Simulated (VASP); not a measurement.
# Rb (I4/mmm) in VASP: further runs

Aim: see how the results for Rb move with the level of theory and the settings. Levels: r2SCAN0, r2SCANh+D3(BJ). Tasks: single point.

Program: VASP 6.6.1. These are calculated values, not measurements. Logs are shortened: lines on timing, memory, paths and dates and some standing lists are left out, and cuts for length are marked.

## Step 1: The cell of the first run

It takes space group I4/mmm (No. 139, tetragonal). The conventional cell has a = 5.987 Å, b = 5.987 Å, c = 5.534 Å, α = 90.00°, β = 90.00°, γ = 90.00°.

## Step 2: Single point, r2SCAN0

POSCAR

```
Rb
1.0
   -2.9933914762      2.9933914762      2.7667814902
    2.9933914762     -2.9933914762      2.7667814902
    2.9933914762      2.9933914762     -2.7667814902
Rb
1
Direct
    0.0000000000      0.0000000000      0.0000000000
```

INCAR.step1

```
SYSTEM = Rb
PREC = Accurate ; ENCUT = 520
EDIFF = 1E-5 ; ISMEAR = 0
SIGMA = 0.1 ; LREAL = .FALSE.
LASPH = .TRUE. ; NELM = 100
ALGO = Normal ; ISIF = 2
LWAVE = .TRUE. ; NBANDS = 10
GGA = PE
```

INCAR.step2

```
SYSTEM = Rb
PREC = Accurate ; ENCUT = 520
EDIFF = 1E-6 ; ISMEAR = 0
SIGMA = 0.1 ; LREAL = .FALSE.
LASPH = .TRUE. ; NELM = 100
ALGO = Normal ; ISIF = 2
LWAVE = .FALSE. ; LCHARG = .TRUE.
METAGGA = R2SCAN ; LHFCALC = .TRUE.
AEXX = 0.25 ; LMIXTAU = .TRUE.
PRECFOCK = Normal ; LELF = .TRUE.
LVHAR = .TRUE. ; NBANDS = 10
ISTART = 1
```

KPOINTS

```
Automatic mesh
0
G
  4 4 4
  0 0 0
```

Potentials or basis: VASP PAW PBE potentials, release 64 (Rb_sv).

On the command line:

```bash
$ cat potpaw_PBE.64/Rb_sv/POTCAR > POTCAR
$ cp INCAR.step1 INCAR
$ mpirun -np 1 vasp_std > vasp.out
$ cp INCAR.step2 INCAR
$ mpirun -np 1 vasp_std > vasp.out
```

OUTCAR:

```text
SYSTEM = Rb
   PREC = Accurate
   ENCUT = 520
   EDIFF = 1E-6
   ISMEAR = 0
   LREAL = .FALSE.
   LASPH = .TRUE.
   NELM = 100
   ISIF = 2
   METAGGA = R2SCAN
   LHFCALC = .TRUE.
   AEXX = 0.25
   PRECFOCK = Normal
   ISTART = 1

 ion  position               nearest neighbor table
   1  0.000  0.000  0.000-

  LATTYP: Found a body centered tetragonal cell.
 ALAT       =     5.9867829524
 C/A-ratio  =     0.9242965754

  Lattice vectors:

 A1 = (  -2.9933914762,   2.9933914762,   2.7667814902)
 A2 = (   2.9933914762,  -2.9933914762,   2.7667814902)
 A3 = (   2.9933914762,   2.9933914762,  -2.7667814902)

Analysis of symmetry for initial positions (statically):
=====================================================================
 Subroutine PRICEL returns:
 Original cell was already a primitive cell.

 Routine SETGRP: Setting up the symmetry group for a
 body centered tetragonal supercell.

 Subroutine GETGRP returns: Found 16 space group operations
 (whereof 16 operations were pure point group operations)
 out of a pool of 16 trial point group operations.

The static configuration has the point symmetry D_4h.

Analysis of symmetry for dynamics (positions and initial velocities):
=====================================================================
 Subroutine PRICEL returns:
 Original cell was already a primitive cell.

 Routine SETGRP: Setting up the symmetry group for a
 body centered tetragonal supercell.

 Subroutine GETGRP returns: Found 16 space group operations
 (whereof 16 operations were pure point group operations)
 out of a pool of 16 trial point group operations.

The dynamic configuration has the point symmetry D_4h.

 Subroutine INISYM returns: Found 16 space group operations
 (whereof 16 operations are pure point group operations),
 and found     1 'primitive' translations

----------------------------------------------------------------------------------------

                                     Primitive cell

  volume of cell :      99.1658

  direct lattice vectors                    reciprocal lattice vectors
    -2.993391476  2.993391476  2.766781490     0.000000000  0.167034617  0.180715391
     2.993391476 -2.993391476  2.766781490     0.167034617  0.000000000  0.180715391
     2.993391476  2.993391476 -2.766781490     0.167034617  0.167034617  0.000000000

  length of vectors
     5.057258632  5.057258632  5.057258632     0.246086603  0.246086603  0.236222621

  position of ions in fractional coordinates (direct lattice)
     0.000000000  0.000000000  0.000000000

  ion indices of the primitive-cell ions
   primitive index   ion index
                 1           1

----------------------------------------------------------------------------------------

 KPOINTS: Automatic mesh

Automatic generation of k-mesh.
 Grid dimensions read from file:
 generate k-points for:    4    4    4

 Generating k-lattice:

  Cartesian coordinates                     Fractional coordinates (reciprocal lattice)
     0.000000000  0.041758654  0.045178848     0.250000000 -0.000000000  0.000000000
     0.041758654  0.000000000  0.045178848    -0.000000000  0.250000000  0.000000000
     0.041758654  0.041758654  0.000000000     0.000000000  0.000000000  0.250000000

  Length of vectors
     0.061521651  0.061521651  0.059055655

  Shift w.r.t. Gamma in fractional coordinates (k-lattice)
     0.000000000  0.000000000  0.000000000

 Subroutine IBZKPT returns following result:
 ===========================================

 Found     13 irreducible k-points:

 Following reciprocal coordinates:
            Coordinates               Weight
  0.000000  0.000000  0.000000      1.000000
  0.250000  0.000000 -0.000000      8.000000
  0.500000  0.000000 -0.000000      4.000000
  0.250000  0.250000 -0.000000      8.000000
  0.500000  0.250000 -0.000000     16.000000
 -0.250000  0.250000  0.000000      4.000000
  0.500000  0.500000 -0.000000      2.000000
  0.250000  0.250000  0.250000      2.000000
 -0.250000  0.250000  0.250000      4.000000
  0.500000  0.500000  0.250000      4.000000
 -0.250000  0.500000  0.250000      8.000000
 -0.250000 -0.250000  0.250000      2.000000
  0.500000  0.500000  0.500000      1.000000
   k-points           NKPTS =     13   k-points in BZ     NKDIM =     64   number of bands    NBANDS=     10
   number of dos      NEDOS =    301   number of ions     NIONS =      1
   total plane-waves  NPLWV =  64000
   dimension x,y,z NGX =    40 NGY =   40 NGZ =   40
   dimension x,y,z NGXF=    80 NGYF=   80 NGZF=   80
   ions per type =               1
   NGX,Y,Z   is equivalent  to a cutoff of  13.15, 13.15, 13.15 a.u.
   NGXF,Y,Z  is equivalent  to a cutoff of  26.30, 26.30, 26.30 a.u.
 SYSTEM =  Rb
   PREC   = accura    normal or accurate (medium, high low for compatibility)
   ISTART =      1    job   : 0-new  1-cont  2-samecut
   ICHARG =      0    charge: 1-file 2-atom 10-const
   ISPIN  =      1    spin polarized calculation?
   LNONCOLLINEAR =      F non collinear calculations
   LSORBIT =      F    spin-orbit coupling
   LASPH  =      T    aspherical Exc in radial PAW
   ENCUT  =  520.0 eV  38.22 Ry    6.18 a.u.   9.40  9.40  9.40*2*pi/ulx,y,z
   NELM   =    100;   NELMIN=  2; NELMDL=  0     # of ELM steps
   EDIFF  = 0.1E-05   stopping-criterion for ELM
   LREAL  =      F    real-space projection
   EDIFFG = 0.1E-04   stopping-criterion for IOM
   NSW    =      0    number of steps for IOM
   IBRION =     -1    ionic relax: 0-MD 1-quasi-New 2-CG
   NFREE  =      0    steps in history (QN), initial steepest desc. (CG)
   ISIF   =      2    stress and relaxation
   ISYM   =      3    0-nonsym 1-usesym 2-fastsym
   POTIM  = 0.5000    time-step for ionic-motion
   TEBEG  =    0.0;   TEEND  =   0.0 temperature during run
   PSTRESS=    0.0 pullay stress
   NELECT =       9.0000    total number of electrons
   NUPDOWN=      -1.0000    fix difference up-down
   EMIN   =  10.00;   EMAX   =-10.00  energy-range for DOS
   EFERMI =   0.00;   METHOD = LEGACY
   ISMEAR =     0;   SIGMA  =   0.10  broadening in eV -4-tet -1-fermi 0-gaus
   EFERMI_NEDOS =   21; number of points for ismear=-14 and -15
   IALGO  =     38    algorithm
   IMIX   =      1    mixing-type and parameters
     AMIX     =   0.40;   BMIX     =  1.00
     AMIX_MAG =   1.60;   BMIX_MAG =  1.00
  volume/ion in A,a.u.               =      99.17       669.20
  Fermi-wavevector in a.u.,A,eV,Ry     =   0.735702  1.390274  7.364247  0.541257
  Thomas-Fermi vector in A             =   1.828962
   LORBIT       =      0    0 simple, 1 ext, 2 COOP (PROOUT), +10 PAW based schemes
   METAGGA = R2SCAN    functional components
   LHFCALC =     T    Hartree Fock is set to
   PRECFOCK=normal    Normal, Fast or Accurate (Low or Medium for compatibility)
   ENCUT4O =  -1.0   cutoff for four orbital integrals eV
   NKREDX  =     1    reduce k-point grid by
   NKREDY  =     1    reduce k-point grid by
   NKREDZ  =     1    reduce k-point grid by
   AEXX    =    0.2500 exact exchange contribution
   HFSCREEN=    0.0000 screening length (either q_TF or 0.3 A-1)
   HFSCREENC=   0.0000 screening length for correlation (either q_TF or 0.3 A-1)
   ENCUTFOCK=  -1.0 apply spherical cutoff to Coloumb kernel
   IVDW    =     0    specifies the selected vdW correction
   LEPSILON=     F    determine dielectric tensor
   LRPA    =     F    only Hartree local field effects (RPA)
 non-spin polarized calculation
 Gauss-broadening in eV      SIGMA  =   0.10
  energy-cutoff  :      520.00
  volume of cell :       99.17
 maximum number of plane-waves:      2688
 NGX is ok and might be reduce to    40
  NGX = 30; NGY = 30; NGZ = 30

 number of electron       9.0000000 magnetization

 Free energy of the ion-electron system (eV)
  ---------------------------------------------------
  ext. energy  EPLUGINS =         0.00000000
  ---------------------------------------------------
  free energy    TOTEN  =       -10.95480224 eV

  energy without entropy =      -10.94528603  energy(sigma->0) =      -10.95004413

 E-fermi :  -0.2973     XC(G=0):  -4.3624

 val. band max:       -0.3600105426   @ k =   0.5000   0.2500  -0.0000
 cond. band min:       0.2268798447   @ k =   0.2500   0.2500  -0.0000
 fundamental gap:      0.5868903873
 Fermi energy:        -0.2972798078

 k-point     1 :       0.0000    0.0000    0.0000
  band No.  band energies     occupation
      1     -32.8010      2.00000
      2     -15.2868      2.00000
      3     -15.2868      2.00000
      4     -15.2861      2.00000
      5      -2.7968      2.00000
      6       4.2588      0.00000
      7       4.7134      0.00000
      8       4.7134      0.00000
      9       5.1791      0.00000
     10       5.7851      0.00000

 k-point     2 :       0.2500    0.0000   -0.0000
  band No.  band energies     occupation
      1     -32.7994      2.00000
      2     -15.3252      2.00000
      3     -15.2995      2.00000
      4     -15.2876      2.00000
      5      -1.8846      2.00000
      6       3.1475      0.00000
      7       3.6558      0.00000
      8       5.0737      0.00000
      9       5.2005      0.00000
     10       5.4299      0.00000

 k-point     3 :       0.5000    0.0000   -0.0000
  band No.  band energies     occupation
      1     -32.7978      2.00000
      2     -15.3620      2.00000
      3     -15.3121      2.00000
      4     -15.2886      2.00000
      5       0.6614      0.00000
      6       0.9608      0.00000
      7       3.1720      0.00000
      8       5.1255      0.00000
      9       5.5294      0.00000
     10       6.2745      0.00000
[... 105 lines left out ...]
 k-point    12 :      -0.2500   -0.2500    0.2500
  band No.  band energies     occupation
      1     -32.7979      2.00000
      2     -15.3307      2.00000
      3     -15.3128      2.00000
      4     -15.3128      2.00000
      5      -0.8943      2.00000
      6       2.9536      0.00000
      7       3.5043      0.00000
      8       3.5043      0.00000
      9       5.3064      0.00000
     10       5.4583      0.00000

 k-point    13 :       0.5000    0.5000    0.5000
  band No.  band energies     occupation
      1     -32.7956      2.00000
      2     -15.3427      2.00000
      3     -15.3427      2.00000
      4     -15.3309      2.00000
      5       1.6666      0.00000
      6       1.9115      0.00000
      7       3.3470      0.00000
      8       3.3470      0.00000
      9       4.2048      0.00000
     10       5.5468      0.00000

------------------------ aborting loop because EDIFF is reached ----------------------------------------

  FORCE on cell =-STRESS in cart. coord.  units (eV):
  Direction    XX          YY          ZZ          XY          YZ          ZX
  --------------------------------------------------------------------------------------
  -------------------------------------------------------------------------------------
  Total        0.0475398      0.0475398     -0.1801585      0.0000000     -0.0000000     -0.0000000
  in kB        0.7680792      0.7680792     -2.9107400      0.0000000     -0.0000000     -0.0000000
  external PRESSURE =      -0.4581939 kB  Pullay stress =       0.0000000 kB

 VOLUME and BASIS-vectors are now :
 -----------------------------------------------------------------------------
  energy-cutoff  :      520.00
  volume of cell :       99.17
      direct lattice vectors                 reciprocal lattice vectors
    -2.993391476  2.993391476  2.766781490     0.000000000  0.167034617  0.180715391
     2.993391476 -2.993391476  2.766781490     0.167034617  0.000000000  0.180715391
     2.993391476  2.993391476 -2.766781490     0.167034617  0.167034617  0.000000000

 POSITION                                       TOTAL-FORCE (eV/Angst)
 -----------------------------------------------------------------------------------
      0.00000      0.00000      0.00000        -0.000000      0.000000     -0.000000
 -----------------------------------------------------------------------------------
    total drift:                                0.000000      0.000000     -0.000000

  FREE ENERGIE OF THE ION-ELECTRON SYSTEM (eV)
  ---------------------------------------------------
  free  energy   TOTEN  =       -10.9548022351 eV

  energy  without entropy=      -10.9452860279  energy(sigma->0) =      -10.95004413
```

Run time: 7.1 min. Hardware: 1 thread of Intel Xeon Platinum 8259CL at 2.50GHz (Skylake/Cascade Lake), shared host; peak memory 0.27 GiB.

What came out:

```
Free energy            : -10.9548 eV
Pressure               : 0.0 GPa
Band gap on the k mesh : zero (an odd number of electrons rules out a gap without spin polarisation)
```

Levels at points of the mesh, in eV from the Fermi level:
| k point | band 1 | band 2 | band 3 | band 4 | band 5 | band 6 | band 7 | band 8 | band 9 |
| --- | --- | --- | --- | --- | --- | --- | --- | --- | --- |
| (0.00, 0.00, 0.00) | -32.50 | -14.99 | -14.99 | -14.99 | -2.50 | 4.56 | 5.01 | 5.01 | 5.48 |
| (0.50, 0.00, 0.00) | -32.50 | -15.06 | -15.01 | -14.99 | 0.96 | 1.26 | 3.47 | 5.42 | 5.83 |
| (0.50, 0.50, 0.00) | -32.50 | -15.07 | -15.01 | -14.99 | 0.74 | 1.00 | 3.94 | 5.21 | 6.23 |
| (0.50, 0.50, 0.50) | -32.50 | -15.05 | -15.05 | -15.03 | 1.96 | 2.21 | 3.64 | 3.64 | 4.50 |

Caveat: the k points lie up to 0.39 Å⁻¹ apart, too coarse for converged energies and pressures of a metal; the PAW data sets were made with another functional, which shifts forces and pressure a little.

(Continued in part 2 of 2.)

The gap in the log of VASP goes by the Fermi energy; the results here count the filled bands.